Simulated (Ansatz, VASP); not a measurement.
## ZrO2: VASP beside Ansatz

Contents of POSCAR:

```
ZrO2
1.0
    3.6010266380      0.0000000000      0.0000000000
    0.0000000000      3.6010266380      0.0000000000
    0.0000000000      0.0000000000      5.2271837237
Zr O
2 4
Direct
    0.0000000000      0.0000000000      0.0000000000
    0.5000000000      0.5000000000      0.5000000000
    0.0000000000      0.5000000000      0.1969684651
    0.0000000000      0.5000000000      0.6969684651
    0.5000000000      0.0000000000      0.3030315349
    0.5000000000      0.0000000000      0.8030315349
```

INCAR.step1

```
  PREC = Accurate
  ENCUT = 580
  EDIFF = 1E-5
  ISMEAR = 0
  SIGMA = 0.01
  LREAL = F
  LASPH = T
  NELM = 120
  ALGO = Normal
  ISIF = 2
  LWAVE = T
  LCHARG = F
  GGA = PE
  NBANDS = 33
  GGA_COMPAT = F
  KPAR = 4
```

File INCAR.step2:

```
  PREC = Accurate
  ENCUT = 580
  EDIFF = 1E-6
  ISMEAR = 0
  SIGMA = 0.01
  LREAL = F
  LASPH = T
  NELM = 120
  ALGO = Normal
  ISIF = 2
  LWAVE = F
  LCHARG = F
  METAGGA = R2SCAN
  LHFCALC = T
  AEXX = 0.1
  LMIXTAU = T
  PRECFOCK = Normal
  ISTART = 1
  NBANDS = 33
  GGA_COMPAT = F
  KPAR = 4
```

File KPOINTS:

```
regular mesh
0
Gamma
  4 4 4
```

Input for Ansatz:

```yaml
crystal:
  lattice:
    - [3.601026638, 0.0, 0.0]
    - [0.0, 3.601026638, 0.0]
    - [0.0, 0.0, 5.2271837237]
  atoms:
    - { symbol: Zr, position: [0.0, 0.0, 0.0] }
    - { symbol: Zr, position: [0.5, 0.5, 0.5] }
    - { symbol: O, position: [0.0, 0.5, 0.1969684651] }
    - { symbol: O, position: [0.0, 0.5, 0.6969684651] }
    - { symbol: O, position: [0.5, 0.0, 0.3030315349] }
    - { symbol: O, position: [0.5, 0.0, 0.8030315349] }
kpoints:
  mp_grid: { grid: [4, 4, 4] }
  band_path:
    path:
      - [0.0, 0.0, 0.0]
      - [0.0, 0.5, 0.0]
      - [0.5, 0.5, 0.0]
      - [0.0, 0.0, 0.5]
      - [0.0, 0.5, 0.5]
      - [0.5, 0.5, 0.5]
      - [0.223958, 0.223958, 0.0]
    npoints: 1
hamiltonian:
  xc: r2scanh
scf:
  occupations: { method: fixed }
  n_extra_bands: 5
output:
  forces: true
  stress: true
  eigenvalues: true
  write_density: true
  write_potential: true
  elf: true
  volumetric_format: npy
```

Alike in both runs: task single point; functional r2SCANh; k mesh 4 × 4 × 4; no spin polarisation.

|  | VASP | Ansatz |
| --- | --- | --- |
| version | VASP 6.6.1 | Ansatz 0.2.0 |
| potentials or method | VASP PAW PBE potentials, release 64 (Zr_sv, O) | plane waves, PAW |
| plane-wave cutoff (eV) | 580 | 500 |
| occupations | gaussian, width 0.01 eV | fixed |
| valence electrons in the cell | 48 | 48 |

|  | VASP | Ansatz | Ansatz less VASP |
| --- | --- | --- | --- |
| gap on the k mesh at the Fermi level (eV) | 5.50 | 5.50 | +0.008 |
| pressure (GPa) | -1.5 | -1.8 | -0.28 |
| traceless stress, the component that is largest in VASP (GPa) | -0.10 | 0.02 | +0.116 |
| rms of the force components (eV/Å) | 0.002 | 0.011 | +0.0088 |

VASP's potentials were made for PBE, not for r2SCANh. Atom by atom the forces differ by 0.014 eV/Å (rms over components). Ansatz's warnings: stress exchange threshold loose, stress scf threshold loose.

The k mesh is coarse, so the values compare programs but aren't converged.
